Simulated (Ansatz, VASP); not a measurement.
# Two plane-wave programs on Al

INCAR

```
SYSTEM = Al
ALGO = Normal
EDIFF = 1E-6
EDIFFG = -0.02
ENCUT = 600
IBRION = 2
ISIF = 3
ISMEAR = -1
LASPH = .TRUE.
LCHARG = .FALSE.
LREAL = .FALSE.
LWAVE = .FALSE.
NELM = 80
NSW = 80
PREC = Accurate
SIGMA = 0.1
```

KPOINTS

```
k-points
0
G
  9 9 3
  0 0 0
```

The input POSCAR:

```
Al
1.0
    2.8270800000      0.0000000000      0.0000000000
   -1.4135400000      2.4483200000      0.0000000000
    0.0000000000      0.0000000000      9.1859900000
Al
4
Direct
    0.0000000000      0.0000000000      0.0000000000
    0.3333333333      0.6666666667      0.2500000000
    0.0000000000      0.0000000000      0.5000000000
    0.6666666667      0.3333333333      0.7500000000
```

Input for Ansatz:

```yaml
crystal:
  lattice:
    - [2.82708, 0.0, 0.0]
    - [-1.41354, 2.44832, 0.0]
    - [0.0, 0.0, 9.18599]
  atoms:
    - { symbol: Al, position: [0.0, 0.0, 0.0] }
    - { symbol: Al, position: [0.3333333333333333, 0.6666666666666666, 0.25] }
    - { symbol: Al, position: [0.0, 0.0, 0.5] }
    - { symbol: Al, position: [0.6666666666666666, 0.3333333333333333, 0.75] }
kpoints:
  mp_grid:
    grid: [9, 9, 3]
hamiltonian:
  xc: lda
  dispersion: none
scf:
  convergence:
    dr2_threshold: 1.0e-09
  occupations:
    method: fermi_dirac
    width: 0.1
relax:
  f_tol: 0.02
  cell: {}
```

Alike in both runs: task relaxation of cell and atoms; functional LDA; k mesh 9 × 9 × 3; occupations fermi-dirac, width 0.1 eV; no spin polarisation.

|  | VASP | Ansatz |
| --- | --- | --- |
| version | VASP 6.6.1 | Ansatz 0.2.0 |
| potentials or method | VASP PAW LDA potentials, release 64 (Al) | plane waves, PAW |
| plane-wave cutoff (eV) | 600 | 420 |
| valence electrons in the cell | 12 | 12 |

```csv
,VASP,Ansatz,Ansatz less VASP
relaxed volume (Å³/atom),15.87,15.84,-0.022
relaxed cell length with the largest relative difference (Å),9.303,9.295,-0.0085
```

LDA's correlation is that of Perdew and Zunger in VASP and of Perdew and Wang (1992) in Ansatz. Ansatz's warnings: stress scf threshold loose.
